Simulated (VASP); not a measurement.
The system is ZnO.

```
Zn O
1.0
     5.51313    0.00000    0.00000
     0.00000    5.51313    0.00000
     0.00000    0.00000    3.24879
Zn O
4 4
Cartesian
  1.0023 1.0023 1.6244
  4.5109 4.5109 1.6244
  3.7588 1.7543 0.0000
  1.7543 3.7588 0.0000
  4.5069 1.0063 1.6244
  1.0063 4.5069 1.6244
  3.7628 3.7628 0.0000
  1.7503 1.7503 0.0000
```

Base run:

* Program: VASP 6.6.1
* Functional: r2SCAN
* Potentials or basis: VASP PAW PBE potentials, release 64 (Zn, O)
* Cutoff: 520 eV
* k mesh: 4 × 4 × 8
* Occupations: fermi-dirac, width 0.02 eV
* Spin: no spin polarisation

Its results: band gap on the k mesh 1.20 eV; pressure 1.0 GPa; largest force 0.035 eV/Å.

The run is repeated on the same cell with these changes: functional from r2SCAN to PBE; k mesh from 4 × 4 × 8 to 6 × 6 × 8. What comes out?

Band gap on the k mesh 0.80 eV; pressure 6.8 GPa; largest force 0.045 eV/Å.

Several settings changed at once.

Caveats: the PAW data sets were made with another functional, which shifts forces and pressure a little (at least some runs); the cell stands under pressure (at least some runs).

